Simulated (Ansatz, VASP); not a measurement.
# One calculation of Ir, two programs

File INCAR:

```
SYSTEM = Ir
PREC = Accurate
ENCUT = 520
EDIFF = 1E-7
ISMEAR = 0
SIGMA = 0.15
LREAL = .FALSE.
LASPH = .TRUE.
NELM = 60
ALGO = Normal
ISIF = 2
LWAVE = .FALSE.
LCHARG = .FALSE.
GGA = PE
NBANDS = 10
```

KPOINTS

```
regular mesh
0
G
  20 20 20
  0 0 0
```

POSCAR

```
Ir
1.0
    0.0000000000      1.9351816027      1.8626122926
    1.9351816027      0.0000000000      1.8626122926
    1.9351816027      1.9351816027      0.0000000000
Ir
1
Direct
    0.0000000000      0.0000000000      0.0000000000
```

Input for Ansatz:

```yaml
crystal:
  lattice:
    - [0.0, 1.9351816027, 1.8626122926]
    - [1.9351816027, 0.0, 1.8626122926]
    - [1.9351816027, 1.9351816027, 0.0]
  atoms:
    - { symbol: Ir, position: [0.0, 0.0, 0.0] }
basis:
  ecutwfc: 420
kpoints:
  mp_grid: { grid: [20, 20, 20] }
hamiltonian:
  xc: pbe
  pseudopotentials: { kind: paw, azcp: { folder: soft_1 } }
scf:
  occupations: { method: gaussian, width: 0.15 }
output:
  forces: true
  stress: true
  eigenvalues: true
  write_density: true
  write_potential: true
  elf: true
  volumetric_format: npy
```

Change from the starting cell: engineering shear strain xy +0.0000, normal strain along z -0.0375.

Alike in both runs: task single point; functional PBE; k mesh 20 × 20 × 20; occupations gaussian, width 0.15 eV; no spin polarisation.

```csv
,VASP,Ansatz
version,VASP 6.6.1,Ansatz 0.2.0
potentials or method,"VASP PAW PBE potentials, release 64 (Ir), cutoff 520 eV","scalar-relativistic, plane waves, PAW"
valence electrons in the cell,9,17
```

|  | VASP | Ansatz | Ansatz less VASP |
| --- | --- | --- | --- |
| gap on the k mesh at the Fermi level (eV) | none | none | - |
| pressure (GPa) | 15.7 | 14.9 | -0.77 |
| traceless stress, the component that is largest in VASP (GPa) | 9.83 | 9.89 | +0.057 |

A gap of «none» marks a metal or a gap that the smearing closes. The functional is the same, so the differences come from potentials, cutoffs and numerics. VASP's potentials hold 9 valence electrons a cell and Ansatz's 17, so a difference there can come from the potentials and not from the codes.

Neither program's run includes spin-orbit coupling.
